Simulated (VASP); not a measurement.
Set up this calculation in VASP 6.6.1, as the native input.

```
Task                   : single point
Functional             : PBE
Potentials or basis    : VASP PAW PBE potentials, release 64 (Al, C)
Cutoff                 : 600 eV
k mesh                 : 7 × 7 × 7
Occupations            : fermi-dirac, width 0.05 eV
Spin                   : no spin polarisation
Dipole correction      : no
Further INCAR settings : ALGO = Normal; EDIFF = 1e-06; NBANDS = 16
```

The structure of AlC3 lies in POSCAR:

```
AlC3
1.0
    3.2065860871      0.0000000000      0.0000000000
    0.0000000000      3.2065860871      0.0000000000
    0.0000000000      0.0000000000      3.2065860871
Al C
1 3
Direct
    0.0000000000      0.0000000000      0.0000000000
    0.0000000000      0.5000000000      0.5000000000
    0.5000000000      0.0000000000      0.5000000000
    0.5000000000      0.5000000000      0.0000000000
```

These files were run (other wordings do the same):

INCAR

```
PREC = Accurate
ENCUT = 600
EDIFF = 1E-6
ISMEAR = -1
SIGMA = 0.05
LREAL = False
LASPH = True
NELM = 120
ALGO = Normal
ISIF = 2
LWAVE = False
LCHARG = False
GGA = PE
NBANDS = 16
GGA_COMPAT = False
```

KPOINTS

```
Automatic mesh
0
Gamma
  7 7 7
```

Potentials or basis: VASP PAW PBE potentials, release 64 (Al, C).

Run with:

```bash
$ cat potpaw_PBE.64/Al/POTCAR potpaw_PBE.64/C/POTCAR > POTCAR
$ mpirun -np 1 vasp_std > vasp.out
```

Results of the run:

```
Pressure               : -0.1 GPa
Band gap on the k mesh : zero (an odd number of electrons rules out a gap without spin polarisation)
```

Wall time 9.2 s on 1 thread of Intel(R) Xeon(R) Platinum 8259CL CPU @ 2.50GHz (Skylake/Cascade Lake) (shared host), peak memory 0.15 GiB.
